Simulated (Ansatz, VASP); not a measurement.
# CaO: VASP beside Ansatz

```
Ca O
1.0
     3.98103    0.07405    0.00000
    -1.92639    3.41065    0.00000
     0.00000    0.00000    4.77012
Ca O
2 2
Direct
  0.32828 0.66693 0.25000
  0.67172 0.33307 0.75000
  0.67057 0.33314 0.25000
  0.32943 0.66686 0.75000
```

Change from the starting cell: shear_xy strain +3.7%.

Alike in both runs: task single point; functional r2SCAN; k mesh 12 × 12 × 6; no spin polarisation.

|  | VASP | Ansatz |
| --- | --- | --- |
| version | VASP 6.6.1 | Ansatz 0.2.0 |
| potentials or method | VASP PAW PBE potentials, release 64 (Ca_sv, O) | plane waves, PAW |
| plane-wave cutoff (eV) | 520 | 500 |
| occupations | gaussian, width 0.01 eV | fixed |
| valence electrons in the cell | 32 | 32 |

Ansatz gave:

```
gap on the k mesh at the Fermi level (eV)                     : 3.63
pressure (GPa)                                                : 0.0
traceless stress, the component that is largest in VASP (GPa) : -0.52
rms of the force components (eV/Å)                            : 0.000
```

Question: Estimate VASP's values.

Answer: gap on the k mesh at the Fermi level (eV): 3.61; pressure (GPa): 0.9; traceless stress, the component that is largest in VASP (GPa): -0.51; rms of the force components (eV/Å): 0.003.

VASP's potentials were made for PBE, not for r2SCAN. Atom by atom the forces differ by 0.003 eV/Å (rms over components).
